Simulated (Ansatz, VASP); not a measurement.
## CdSe in VASP and in Ansatz

File INCAR:

```
PREC     = Accurate       # precision mode
ENCUT    = 520            # plane-wave cutoff, eV
EDIFF    = 1E-6           # SCF threshold, eV
ISMEAR   = 0              # smearing method
SIGMA    = 0.05           # smearing width, eV
LREAL    = False          # projectors in reciprocal space
LASPH    = True           # aspherical terms in the spheres
NELM     = 100            # most SCF steps
ALGO     = Normal         # electronic algorithm
ISIF     = 2              # what is computed and relaxed
LWAVE    = False          # write WAVECAR
LCHARG   = False          # write CHGCAR
GGA      = PS             # functional
NBANDS   = 16             # bands
```

File KPOINTS:

```
Automatic mesh
0
Gamma
  10 10 10
```

Contents of POSCAR:

```
CdSe
1.0
    0.0000000000      3.2213569737      3.2213569737
    3.2213569737      0.0000000000      3.2213569737
    2.9773928722      2.9773928722      0.2439641015
Cd Se
1 1
Direct
    0.0000000000      0.0000000000      0.0000000000
    0.7500000000      0.7500000000      0.7500000000
```

Input for Ansatz:

```yaml
crystal:
  lattice:
    - [0.0, 3.2213569737, 3.2213569737]
    - [3.2213569737, 0.0, 3.2213569737]
    - [2.9773928722, 2.9773928722, 0.2439641015]
  atoms:
    - { symbol: Cd, position: [0.0, 0.0, 0.0] }
    - { symbol: Se, position: [0.75, 0.75, 0.75] }
basis:
  ecutwfc: 420
kpoints:
  mp_grid: { grid: [10, 10, 10] }
hamiltonian:
  xc: pbesol
scf:
  occupations: { method: gaussian, width: 0.05 }
output:
  forces: true
  stress: true
  eigenvalues: true
```

Alike in both runs: task single point; functional PBEsol; k mesh 10 × 10 × 10; occupations gaussian, width 0.05 eV; no spin polarisation.

|  | VASP | Ansatz |
| --- | --- | --- |
| version | VASP 6.6.1 | Ansatz 0.2.0 |
| potentials or method | VASP PAW PBE potentials, release 64 (Cd, Se), cutoff 520 eV | scalar-relativistic, plane waves, PAW |
| valence electrons in the cell | 18 | 36 |

VASP gave:

```
gap on the k mesh at the Fermi level (eV)                     : 0.51
least direct gap on the mesh (eV)                             : 0.60
pressure (GPa)                                                : -0.8
traceless stress, the component that is largest in VASP (GPa) : 3.74
rms of the force components (eV/Å)                            : 0.619
```

Task: What did Ansatz give for the same quantities?

Result: gap on the k mesh at the Fermi level (eV): 0.51; least direct gap on the mesh (eV): 0.60; pressure (GPa): -1.1; traceless stress, the component that is largest in VASP (GPa): 3.65; rms of the force components (eV/Å): 0.594.

VASP's potentials were made for PBE, not for PBEsol. Atom by atom the forces differ by 0.025 eV/Å (rms over components). The functional is the same, so the differences come from potentials, cutoffs and numerics. VASP's potentials hold 18 valence electrons a cell and Ansatz's 36, so a difference there can come from the potentials and not from the codes.
